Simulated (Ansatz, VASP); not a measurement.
CsI in VASP and in Ansatz

```
Cs I
1.0
     4.65627    0.00000    0.00000
     0.00000    4.65627    0.00000
     0.00000    0.00000    4.65627
Cs I
1 1
Direct
  0.00000 0.00000 0.00000
  0.50000 0.50000 0.50000
```

Change from the starting cell: volume scaled by 1.06.

Alike in both runs: task single point; functional PBE; k mesh 7 × 7 × 7; occupations fermi-dirac, width 0.01 eV; no spin polarisation.

|  | VASP | Ansatz |
| --- | --- | --- |
| version | VASP 6.6.1 | Ansatz 0.2.0 |
| potentials or method | VASP PAW PBE potentials, release 64 (Cs_sv, I), cutoff 500 eV | all-electron LAPW, scalar-relativistic |

|  | VASP | Ansatz | Ansatz less VASP |
| --- | --- | --- | --- |
| gap on the k mesh at the Fermi level (eV) | 3.72 | 3.73 | +0.011 |
| pressure (GPa) | 0.1 | 0.1 | -0.02 |

Ansatz ran all-electron here, and VASP with PAW potentials.

Spin-orbit coupling is off throughout.
